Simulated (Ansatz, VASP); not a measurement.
## Two plane-wave programs on Al3GaN4

Contents of INCAR:

```
SYSTEM = Al3GaN4
PREC = Accurate ; ENCUT = 520
EDIFF = 1E-6 ; ISMEAR = 0
SIGMA = 0.05 ; LREAL = .FALSE.
LASPH = .TRUE. ; NELM = 80
ALGO = Normal ; ISIF = 2
LWAVE = .FALSE. ; LCHARG = .FALSE.
GGA = PS ; NBANDS = 31
```

File KPOINTS:

```
regular mesh
0
G
  6 6 6
  0 0 0
```

File POSCAR:

```
Al3GaN4
1.0
    4.3189760727      0.0808706234      0.0808706234
    0.0808706234      4.3189760727      0.0808706234
    0.0808706234      0.0808706234      4.3189760727
Al Ga N
3 1 4
Direct
    0.5000000000      0.5000000000      0.0000000000
    0.5000000000      0.0000000000      0.5000000000
    0.0000000000      0.5000000000      0.5000000000
    0.0000000000      0.0000000000      0.0000000000
    0.7447140287      0.7447140287      0.2552859713
    0.7447140287      0.2552859713      0.7447140287
    0.2552859713      0.7447140287      0.7447140287
    0.2552859713      0.2552859713      0.2552859713
```

Input for Ansatz:

```yaml
crystal:
  lattice:
    - [4.3189760727, 0.0808706234, 0.0808706234]
    - [0.0808706234, 4.3189760727, 0.0808706234]
    - [0.0808706234, 0.0808706234, 4.3189760727]
  atoms:
    - { symbol: Al, position: [0.5, 0.5, 0.0] }
    - { symbol: Al, position: [0.5, 0.0, 0.5] }
    - { symbol: Al, position: [0.0, 0.5, 0.5] }
    - { symbol: Ga, position: [0.0, 0.0, 0.0] }
    - { symbol: "N", position: [0.7447140287, 0.7447140287, 0.2552859713] }
    - { symbol: "N", position: [0.7447140287, 0.2552859713, 0.7447140287] }
    - { symbol: "N", position: [0.2552859713, 0.7447140287, 0.7447140287] }
    - { symbol: "N", position: [0.2552859713, 0.2552859713, 0.2552859713] }
basis:
  ecutwfc: 520.0
kpoints:
  mp_grid: { grid: [6, 6, 6] }
hamiltonian:
  xc: pbesol
scf:
  occupations: { method: gaussian, width: 0.05 }
output:
  forces: true
  stress: true
  eigenvalues: true
```

Change from the starting cell: equal engineering shear yz, xz and xy +0.0367, equal normal strain along x, y and z -0.0200.

Alike in both runs: task single point; functional PBEsol; k mesh 6 × 6 × 6; occupations gaussian, width 0.05 eV; no spin polarisation.

```csv
,VASP,Ansatz
version,VASP 6.6.1,Ansatz 0.2.0
potentials or method,"VASP PAW PBE potentials, release 64 (Al, Ga_d, N), cutoff 520 eV","scalar-relativistic, plane waves, PAW"
valence electrons in the cell,42,42
```

Ansatz gave:

```
gap on the k mesh at the Fermi level (eV)                     : 3.14
least direct gap on the mesh (eV)                             : 3.14
pressure (GPa)                                                : 14.7
traceless stress, the component that is largest in VASP (GPa) : -9.00
rms of the force components (eV/Å)                            : 0.375
```

Problem. Which values does VASP return?

Solution. gap on the k mesh at the Fermi level (eV): 3.14; least direct gap on the mesh (eV): 3.14; pressure (GPa): 14.7; traceless stress, the component that is largest in VASP (GPa): -9.09; rms of the force components (eV/Å): 0.379.

VASP's potentials were made for PBE, not for PBEsol. Atom by atom the forces differ by 0.010 eV/Å (rms over components). With one functional, cell and mesh, what is left measures potentials, basis and numerics.
